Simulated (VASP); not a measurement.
# Tl in VASP: further runs, part 2 of 2

VASP 6.6.1. Earlier steps stand in the parts before.

## Step 3: Single point, PBEsol

This run uses another cell than the first one, of 29.72 Å³/atom, 1.020 times its volume.

Input file INCAR:

```
SYSTEM = Tl
ALGO = Normal
EDIFF = 1E-7
ENCUT = 520
GGA = PS
ISIF = 2
ISMEAR = -1
LASPH = .TRUE.
LCHARG = .TRUE.
LELF = .TRUE.
LREAL = .FALSE.
LVHAR = .TRUE.
LWAVE = .FALSE.
NBANDS = 20
NELM = 60
PREC = Accurate
SIGMA = 0.05
```

Input file KPOINTS:

```
k-points
0
G
  9 9 5
  0 0 0
```

Input file POSCAR:

```
Tl
1.0
    3.5014788996      0.0000000000      0.0000000000
   -1.7507394498      3.0323696779      0.0000000000
    0.0000000000      0.0000000000      5.5977057061
Tl
2
Direct
    0.6666666667      0.3333333333      0.7500000000
    0.3333333333      0.6666666667      0.2500000000
```

Potentials or basis: VASP PAW PBE potentials, release 64 (Tl_d).

Run with:

```bash
cat potpaw_PBE.64/Tl_d/POTCAR > POTCAR
mpirun -np 1 vasp_std > vasp.out
```

OUTCAR:

```text
SYSTEM = Tl
   EDIFF = 1E-7
   ENCUT = 520
   GGA = PS
   ISIF = 2
   ISMEAR = -1
   LASPH = .TRUE.
   LREAL = .FALSE.
   NELM = 60
   PREC = Accurate

 ion  position               nearest neighbor table
   1  0.667  0.333  0.750-   2 3.45   2 3.45   2 3.45   2 3.45   2 3.45   2 3.45
   2  0.333  0.667  0.250-   1 3.45   1 3.45   1 3.45   1 3.45   1 3.45   1 3.45

  LATTYP: Found a hexagonal cell.
 ALAT       =     3.5014788996
 C/A-ratio  =     1.5986689815

  Lattice vectors:

 A1 = (   3.5014788996,   0.0000000000,   0.0000000000)
 A2 = (  -1.7507394498,   3.0323696779,   0.0000000000)
 A3 = (   0.0000000000,   0.0000000000,   5.5977057061)

Analysis of symmetry for initial positions (statically):
=====================================================================
 Subroutine PRICEL returns:
 Original cell was already a primitive cell.

 Routine SETGRP: Setting up the symmetry group for a
 hexagonal supercell.

 Subroutine GETGRP returns: Found 24 space group operations
 (whereof 12 operations were pure point group operations)
 out of a pool of 24 trial point group operations.

The static configuration has the point symmetry D_3d.
 The point group associated with its full space group is D_6h.

Analysis of symmetry for dynamics (positions and initial velocities):
=====================================================================
 Subroutine PRICEL returns:
 Original cell was already a primitive cell.

 Routine SETGRP: Setting up the symmetry group for a
 hexagonal supercell.

 Subroutine GETGRP returns: Found 24 space group operations
 (whereof 12 operations were pure point group operations)
 out of a pool of 24 trial point group operations.

The dynamic configuration has the point symmetry D_3d.
 The point group associated with its full space group is D_6h.

 Subroutine INISYM returns: Found 24 space group operations
 (whereof 12 operations are pure point group operations),
 and found     1 'primitive' translations

[... 108 lines left out ...]
   EFERMI =   0.00;   METHOD = LEGACY
   ISMEAR =    -1;   SIGMA  =   0.05  broadening in eV -4-tet -1-fermi 0-gaus
   EFERMI_NEDOS =   21; number of points for ismear=-14 and -15
   IALGO  =     38    algorithm
   IMIX   =      4    mixing-type and parameters
     AMIX     =   0.40;   BMIX     =  1.00
     AMIX_MAG =   1.60;   BMIX_MAG =  1.00
  volume/ion in A,a.u.               =      29.72       200.54
  Fermi-wavevector in a.u.,A,eV,Ry     =   1.242753  2.348462 21.013303  1.544434
  Thomas-Fermi vector in A             =   2.377093
   LORBIT       =      0    0 simple, 1 ext, 2 COOP (PROOUT), +10 PAW based schemes
   GGA     = PS    functional components
   LHFCALC =     F    Hartree Fock is set to
   AEXX    =    0.0000 exact exchange contribution
   IVDW    =     0    specifies the selected vdW correction
   LEPSILON=     F    determine dielectric tensor
   LRPA    =     F    only Hartree local field effects (RPA)
 non-spin polarized calculation
  energy-cutoff  :      520.00
  volume of cell :       59.44
 maximum number of plane-waves:      1641
 NGX is ok and might be reduce to    28

 number of electron      26.0000001 magnetization

 Free energy of the ion-electron system (eV)
  ---------------------------------------------------
  ext. energy  EPLUGINS =         0.00000000
  ---------------------------------------------------
  free energy    TOTEN  =        -5.23779690 eV

  energy without entropy =       -5.22340789  energy(sigma->0) =       -5.23060240

 E-fermi :   5.9412     XC(G=0): -10.1745

 val. band max:        5.9205251597   @ k =   0.2222   0.2222   0.4000
 cond. band min:       5.9720308304   @ k =   0.2222   0.1111   0.2000
 fundamental gap:      0.0515056708
 Fermi energy:         5.9411616107

 k-point     1 :       0.0000    0.0000    0.0000
  band No.  band energies     occupation
      1      -5.6730      2.00000
      2      -5.4718      2.00000
      3      -5.4566      2.00000
      4      -5.4566      2.00000
      5      -5.4083      2.00000
      6      -5.4083      2.00000
[... 541 lines left out ...]
     19      13.4178      0.00000
     20      20.6545      0.00000

 [... further k-points ...]

------------------------ aborting loop because EDIFF is reached ----------------------------------------

  FORCE on cell =-STRESS in cart. coord.  units (eV):
  Direction    XX          YY          ZZ          XY          YZ          ZX
  --------------------------------------------------------------------------------------
  -------------------------------------------------------------------------------------
  Total       -0.5487973     -0.5487973     -0.1868658      0.0000000      0.0000000      0.0000000
  in kB      -14.7937677    -14.7937677     -5.0372876      0.0000000      0.0000000      0.0000000
  external PRESSURE =     -11.5416077 kB  Pullay stress =       0.0000000 kB

 VOLUME and BASIS-vectors are now :
 -----------------------------------------------------------------------------
  energy-cutoff  :      520.00
  volume of cell :       59.44
      direct lattice vectors                 reciprocal lattice vectors
     3.501478900  0.000000000  0.000000000     0.285593610  0.164887548  0.000000000
    -1.750739450  3.032369678  0.000000000     0.000000000  0.329775095  0.000000000
     0.000000000  0.000000000  5.597705706     0.000000000  0.000000000  0.178644618

 POSITION                                       TOTAL-FORCE (eV/Angst)
 -----------------------------------------------------------------------------------
      1.75074      1.01079      4.19828         0.000000      0.000000      0.000000
     -0.00000      2.02158      1.39943        -0.000000      0.000000      0.000000
 -----------------------------------------------------------------------------------
    total drift:                                0.000000     -0.000000      0.000000

  FREE ENERGIE OF THE ION-ELECTRON SYSTEM (eV)
  ---------------------------------------------------
  free  energy   TOTEN  =        -5.2377969030 eV

  energy  without entropy=       -5.2234078898  energy(sigma->0) =       -5.23060240
```

OSZICAR:

```text
N       E                     dE             d eps       ncg     rms          rms(c)
DAV:   1     0.132183246521E+03    0.13218E+03   -0.14017E+04  1440   0.122E+03
DAV:   2    -0.263673041086E+01   -0.13482E+03   -0.13214E+03  1576   0.276E+02
DAV:   3    -0.528962199738E+01   -0.26529E+01   -0.26441E+01  1688   0.341E+01
DAV:   4    -0.530577288042E+01   -0.16151E-01   -0.16149E-01  1544   0.287E+00
DAV:   5    -0.530600256504E+01   -0.22968E-03   -0.22968E-03  1616   0.338E-01    0.265E+00
DAV:   6    -0.524830258516E+01    0.57700E-01   -0.10094E-01  1532   0.242E+00    0.189E+00
DAV:   7    -0.523849668489E+01    0.98059E-02   -0.34850E-02  1560   0.141E+00    0.803E-01
DAV:   8    -0.523779265276E+01    0.70403E-03   -0.17542E-03  1516   0.322E-01    0.447E-02
DAV:   9    -0.523779462184E+01   -0.19691E-05   -0.13007E-05  1608   0.308E-02    0.135E-02
DAV:  10    -0.523779687951E+01   -0.22577E-05   -0.25279E-06  1576   0.139E-02    0.138E-03
DAV:  11    -0.523779690299E+01   -0.23485E-07   -0.86650E-08   884   0.193E-03
   1 F= -.52377969E+01 E0= -.52306024E+01  d E =-.143890E-01
```

stdout:

```text
POSCAR found type information on POSCAR Tl
 POSCAR found :  1 types and       2 ions
 scaLAPACK will be used
 -----------------------------------------------------------------------------
|                                                                             |
|                                                                             |
|     You enforced a specific xc type in the INCAR file but a different       |
|     I HOPE YOU KNOW WHAT YOU ARE DOING!                                     |
|                                                                             |
 -----------------------------------------------------------------------------

 LDA part: xc-table for (Slater+PW92), standard interpolation
 POSCAR, INCAR and KPOINTS ok, starting setup
 FFT: planning ... GRIDC
 FFT: planning ... GRID_SOFT
 FFT: planning ... GRID
 WAVECAR not read
 entering main loop
```

Wall time 20 s (1 thread of Intel Xeon Platinum 8488C (Sapphire Rapids), shared host); peak memory 0.18 GiB.

Results:

| Item | Value |
| --- | --- |
| Free energy | -5.2378 eV |
| Pressure | -1.2 GPa |
| Band gap on the k mesh | zero (band 13 reaches 7.97 eV, above the bottom of band 14 at 4.48 eV) |

Caveat: the PAW data sets were made with another functional, which shifts forces and pressure a little; spin-orbit coupling is left out, which moves the levels of the heavy elements.

## Step 4: Single point, PBEsol (atoms moved at random)

Input file INCAR:

```
  PREC = Accurate
  ENCUT = 520
  EDIFF = 1E-7
  ISMEAR = -1
  SIGMA = 0.05
  LREAL = False
  LASPH = True
  NELM = 100
  ALGO = Fast
  ISIF = 2
  LWAVE = False
  LCHARG = True
  GGA = PS
  LELF = True
  LVHAR = True
  NBANDS = 20
```

Input file KPOINTS:

```
Automatic mesh
0
Gamma
  9 9 5
```

Input file POSCAR:

```
Tl
1.0
    3.4560000000      0.0000000000      0.0000000000
   -1.7280000000      2.9929837955      0.0000000000
    0.0000000000      0.0000000000      5.5250000000
Tl
2
Direct
    0.6674960000      0.3196380000      0.7412520000
    0.3290320000      0.6627540000      0.2428710000
```

Potentials or basis: VASP PAW PBE potentials, release 64 (Tl_d).

Run with:

```bash
cat potpaw_PBE.64/Tl_d/POTCAR > POTCAR
mpirun -np 1 vasp_std > vasp.out
```

OUTCAR:

```text
PREC = Accurate
   ENCUT = 520
   EDIFF = 1E-7
   ISMEAR = -1
   LREAL = False
   LASPH = True
   NELM = 100
   ISIF = 2
   GGA = PS

 ion  position               nearest neighbor table
   1  0.667  0.320  0.741-   2 3.38   2 3.39   2 3.40   2 3.41   2 3.43   2 3.44
   2  0.329  0.663  0.243-   1 3.38   1 3.39   1 3.40   1 3.41   1 3.43   1 3.44

  LATTYP: Found a hexagonal cell.
 ALAT       =     3.4560000000
 C/A-ratio  =     1.5986689815

  Lattice vectors:

 A1 = (   3.4560000000,   0.0000000000,   0.0000000000)
 A2 = (  -1.7280000000,   2.9929837955,   0.0000000000)
 A3 = (   0.0000000000,   0.0000000000,   5.5250000000)

Analysis of symmetry for initial positions (statically):
=====================================================================
 Subroutine PRICEL returns:
 Original cell was already a primitive cell.

 Routine SETGRP: Setting up the symmetry group for a
 hexagonal supercell.

 Subroutine GETGRP returns: Found  2 space group operations
 (whereof  1 operations were pure point group operations)
[... 161 lines left out ...]
  ext. energy  EPLUGINS =         0.00000000
  ---------------------------------------------------
  free energy    TOTEN  =        -5.24366944 eV

  energy without entropy =       -5.22929785  energy(sigma->0) =       -5.23648365

 E-fermi :   6.3542     XC(G=0): -10.3694

 val. band max:        6.3316303045   @ k =   0.3333   0.0000   0.4000
 cond. band min:       6.3568020550   @ k =   0.2222  -0.4444   0.4000
 fundamental gap:      0.0251717506
 Fermi energy:         6.3541856703

 k-point     1 :       0.0000    0.0000    0.0000
  band No.  band energies     occupation
      1      -5.3538      2.00000
      2      -5.1202      2.00000
      3      -5.1019      2.00000
      4      -5.0967      2.00000
      5      -5.0461      2.00000
      6      -5.0424      2.00000
[... 541 lines left out ...]
     19      15.3359      0.00000
     20      16.2410      0.00000

 [... further k-points ...]

------------------------ aborting loop because EDIFF is reached ----------------------------------------

  FORCE on cell =-STRESS in cart. coord.  units (eV):
  Direction    XX          YY          ZZ          XY          YZ          ZX
  --------------------------------------------------------------------------------------
  -------------------------------------------------------------------------------------
  Total       -0.1384442     -0.0499921      0.3652045      0.0549891      0.0006951     -0.0008429
  in kB       -3.8812790     -1.4015265     10.2385004      1.5416179      0.0194859     -0.0236297
  external PRESSURE =       1.6518983 kB  Pullay stress =       0.0000000 kB

 VOLUME and BASIS-vectors are now :
 -----------------------------------------------------------------------------
  energy-cutoff  :      520.00
  volume of cell :       57.15
      direct lattice vectors                 reciprocal lattice vectors
     3.456000000  0.000000000  0.000000000     0.289351852  0.167057370  0.000000000
    -1.728000000  2.992983795  0.000000000     0.000000000  0.334114739  0.000000000
     0.000000000  0.000000000  5.525000000     0.000000000  0.000000000  0.180995475

 POSITION                                       TOTAL-FORCE (eV/Angst)
 -----------------------------------------------------------------------------------
      1.75453      0.95667      4.09542        -0.006113      0.005934      0.025213
     -0.00810      1.98361      1.34186         0.006113     -0.005934     -0.025213
 -----------------------------------------------------------------------------------
    total drift:                               -0.000020     -0.000001     -0.000052

  FREE ENERGIE OF THE ION-ELECTRON SYSTEM (eV)
  ---------------------------------------------------
  free  energy   TOTEN  =        -5.2436694441 eV

  energy  without entropy=       -5.2292978487  energy(sigma->0) =       -5.23648365
```

It took 2 min on 1 thread of Intel Xeon Platinum 8488C (Sapphire Rapids), shared host; peak memory 0.31 GiB.

What came out:

- Free energy: -5.2437 eV
- Pressure: 0.2 GPa
- Largest force: 0.027 eV/Å
- Band gap on the k mesh: zero (band 13 reaches 8.49 eV, above the bottom of band 14 at 4.76 eV)

Forces on the atoms (eV/Å):
```
Tl  -0.006  0.006  0.025
Tl   0.006 -0.006 -0.025
```

Levels at points of the mesh, in eV from the Fermi level:
```csv
k point,band 11,band 12,band 13,band 14,band 15,band 16
"(0.00, 0.00, 0.00)",-10.03,-5.08,-2.83,7.94,8.09,9.97
```

Caveat: the cell differs from its parent crystal (atoms moved at random); the PAW data sets were made with another functional, which shifts forces and pressure a little; spin-orbit coupling is left out, which moves the levels of the heavy elements.

## Step 5: Single point, PBE

This run uses another cell than the first one, of 28.57 Å³/atom, 0.980 times its volume.

Input file INCAR:

```
PREC = Accurate ; ENCUT = 520
EDIFF = 1E-6 ; ISMEAR = -1
SIGMA = 0.05 ; LREAL = False
LASPH = True ; NELM = 100
ALGO = Normal ; ISIF = 2
LWAVE = False ; LCHARG = True
GGA = PE ; LELF = True
LVHAR = True ; NBANDS = 20
```

Input file KPOINTS:

```
Automatic mesh
0
Gamma
  7 7 4
```

Input file POSCAR:

```
Tl
1.0
    3.4560000000      0.0000000000      0.0000000000
   -1.7280000000      2.9929837955      0.0000000000
    0.0000000000      0.0000000000      5.5250000000
Tl
2
Direct
    0.6666666667      0.3333333333      0.7500000000
    0.3333333333      0.6666666667      0.2500000000
```

Run with:

```bash
cat potpaw_PBE.64/Tl_d/POTCAR > POTCAR
mpirun -np 1 vasp_std > vasp.out
```

Wall time 38 s (1 thread of Intel Xeon Platinum 8488C (Sapphire Rapids), shared host); peak memory 0.18 GiB.

It converged, with:

```
Free energy            : -4.3365 eV
Pressure               : 3.2 GPa
Band gap on the k mesh : zero (band 13 reaches 10.08 eV, above the bottom of band 14 at 4.66 eV)
```

Stress tensor (GPa, compression positive):
```
2.79 0.00 0.00
0.00 2.79 0.00
0.00 0.00 4.11
```

Levels at points of the mesh, in eV from the Fermi level:
| k point | band 11 | band 12 | band 13 | band 14 | band 15 | band 16 |
| --- | --- | --- | --- | --- | --- | --- |
| (0.00, 0.00, 0.00) | -10.08 | -5.15 | -2.88 | 7.95 | 7.95 | 10.04 |
| (0.00, 0.00, 0.50) | -8.65 | -8.65 | 3.32 | 3.32 | 8.93 | 8.93 |

Caveat: spin-orbit coupling is left out, which moves the levels of the heavy elements.

## Step 6: The runs side by side

```tsv
level	cell	k mesh	gap on the mesh (eV)	pressure (GPa)
PBEsol	a = 3.479, b = 3.479, c = 5.562 Å, angles 90.0, 90.0, 120.0°, 2 atoms	9 × 9 × 5	none	-0.5
PBEsol	a = 3.501, b = 3.501, c = 5.598 Å, angles 90.0, 90.0, 120.0°, 2 atoms	9 × 9 × 5	none	-1.2
PBEsol	a = 3.456, b = 3.456, c = 5.525 Å, angles 90.0, 90.0, 120.0°, 2 atoms	9 × 9 × 5	none	0.2
PBE	a = 3.456, b = 3.456, c = 5.525 Å, angles 90.0, 90.0, 120.0°, 2 atoms	7 × 7 × 4	none	3.2
```

Some of these runs hold the atoms at other places in the same cell, which the table doesn't show; runs alike in all that it shows share one row.

Alike in all rows: task single point; potentials or basis VASP PAW PBE potentials, release 64 (Tl_d); no spin polarisation; cutoff (eV) 520; smearing fermi-dirac 0.05 eV.

Caveats: spin-orbit coupling is left out, which moves the levels of the heavy elements; the PAW data sets were made with another functional, which shifts forces and pressure a little (some runs).

Total energies depend on the potentials used, so only differences within one code and one set of settings carry meaning.
